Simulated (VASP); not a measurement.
Input of a VASP 6.6.1 run:

Contents of POSCAR:

```
NaH
1.0
    0.0000000000      2.4400000000      2.4400000000
    2.4400000000      0.0000000000      2.4400000000
    2.4400000000      2.4400000000      0.0000000000
Na H
1 1
Direct
    0.0000000000      0.0000000000      0.0253573128
    0.5000000000      0.5000000000      0.5000000000
```

INCAR.step1

```
PREC = Accurate
ENCUT = 520
ISMEAR = 0
SIGMA = 0.05
LREAL = False
LASPH = True
NELM = 100
NBANDS = 11
GGA = PE
ALGO = Normal
EDIFF = 1E-4
LWAVE = True
LCHARG = False
```

INCAR.step2

```
PREC = Accurate
ENCUT = 520
EDIFF = 1E-6
ISMEAR = 0
SIGMA = 0.05
LREAL = False
LASPH = True
NELM = 100
ALGO = Normal
ISIF = 2
LWAVE = False
LCHARG = True
METAGGA = R2SCAN
LMIXTAU = True
LELF = True
LVHAR = True
NBANDS = 11
ISTART = 1
```

Contents of KPOINTS:

```
Automatic mesh
0
Gamma
  8 8 8
```

Potentials or basis: VASP PAW PBE potentials, release 64 (Na_pv, H).

Command:

```console
$ cat potpaw_PBE.64/Na_pv/POTCAR potpaw_PBE.64/H/POTCAR > POTCAR
$ cp INCAR.step1 INCAR
$ mpirun -np 1 vasp_std > vasp.out
$ cp INCAR.step2 INCAR
$ mpirun -np 1 vasp_std > vasp.out
```

Task: Predict the pressure.

Result: -1.3 GPa.

Task: Estimate the largest force.

Result: 0.072 eV/Å.

Task: Predict the band gap on the k mesh.

Result: 4.31 eV, indirect (least direct gap 5.13 eV).

Stress tensor (GPa, compression positive):
```
-1.26 -0.08  0.00
-0.08 -1.26  0.00
 0.00  0.00 -1.48
```

Caveat: the cell differs from its parent crystal (all Na atoms moved +0.087 Å, as atom 1 along Cartesian [1 1 0]); the PAW data sets were made with another functional, which shifts forces and pressure a little. A k mesh can miss the band edges.
